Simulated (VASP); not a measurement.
Write the native input for VASP 6.6.1 that does the following.

```yaml
Task: single point
Functional: PBE
Potentials_or_basis: VASP PAW PBE potentials, release 64 (K_sv)
Cutoff: 520 eV
k_mesh: 14 × 14 × 14
Occupations: gaussian, width 0.15 eV
Spin: no spin polarisation
Dipole_correction: no
Further_INCAR_settings: ALGO = Fast; EDIFF = 1e-07; NBANDS = 10
```

The structure of K lies in POSCAR:

```
K
1.0
   -2.6180000000      2.6180000000      2.5525500000
    2.6180000000     -2.6180000000      2.5525500000
    2.6180000000      2.6180000000     -2.5525500000
K
1
Direct
    0.0000000000      0.0000000000      0.0000000000
```

This cell differs from its parent crystal: strain +0.000 along x and y, -0.025 along z.

The input as run:

INCAR

```
PREC     = Accurate       # precision mode
ENCUT    = 520            # plane-wave cutoff, eV
EDIFF    = 1E-7           # SCF threshold, eV
ISMEAR   = 0              # smearing method
SIGMA    = 0.15           # smearing width, eV
LREAL    = False          # projectors in reciprocal space
LASPH    = True           # aspherical terms in the spheres
NELM     = 100            # most SCF steps
ALGO     = Fast           # electronic algorithm
ISIF     = 2              # what is computed and relaxed
LWAVE    = False          # write WAVECAR
LCHARG   = False          # write CHGCAR
GGA      = PE             # functional
NBANDS   = 10             # bands
```

KPOINTS

```
regular mesh
0
Gamma
  14 14 14
```

Potentials or basis: VASP PAW PBE potentials, release 64 (K_sv).

Command:

```sh
$ cat potpaw_PBE.64/K_sv/POTCAR > POTCAR
$ mpirun -np 1 vasp_std > vasp.out
```

Results of the run:

The pressure is 0.2 GPa and the band gap on the k mesh is zero (an odd number of electrons rules out a gap without spin polarisation).

Caveat: the cell differs from its parent crystal (strain +0.000 along x and y, -0.025 along z).

It took 2.1 min on 1 thread of AMD EPYC 9R45 96-Core Processor (Zen 5) (shared host), peak memory 0.28 GiB.
